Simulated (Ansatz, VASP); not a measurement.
# One calculation of W, two programs

```
W
1.0
     0.00000    1.88179    2.19605
     1.88179    0.00000    2.19605
     1.88179    1.88179    0.00000
W
1
Cartesian
  0.0000 0.0000 0.0000
```

Alike in both runs: task single point; functional PBEsol; k mesh 22 × 22 × 22; occupations gaussian, width 0.15 eV; no spin polarisation.

|  | VASP | Ansatz |
| --- | --- | --- |
| version | VASP 6.6.1 | Ansatz 0.2.0 |
| potentials or method | VASP PAW PBE potentials, release 64 (W_sv), cutoff 500 eV | scalar-relativistic, plane waves, PAW |
| valence electrons in the cell | 14 | 14 |

Ansatz gave:

```
gap on the k mesh at the Fermi level (eV)                     : none
pressure (GPa)                                                : 9.5
traceless stress, the component that is largest in VASP (GPa) : 2.59
```

Problem. Estimate VASP's values.

Solution. gap on the k mesh at the Fermi level (eV): none; pressure (GPa): 10.2; traceless stress, the component that is largest in VASP (GPa): 2.48.

VASP's potentials were made for PBE, not for PBEsol, and Ansatz warns of the same on its side. A gap of «none» marks a metal or a gap that the smearing closes. The functional is the same, so the differences come from potentials, cutoffs and numerics.

Neither program's run includes spin-orbit coupling.
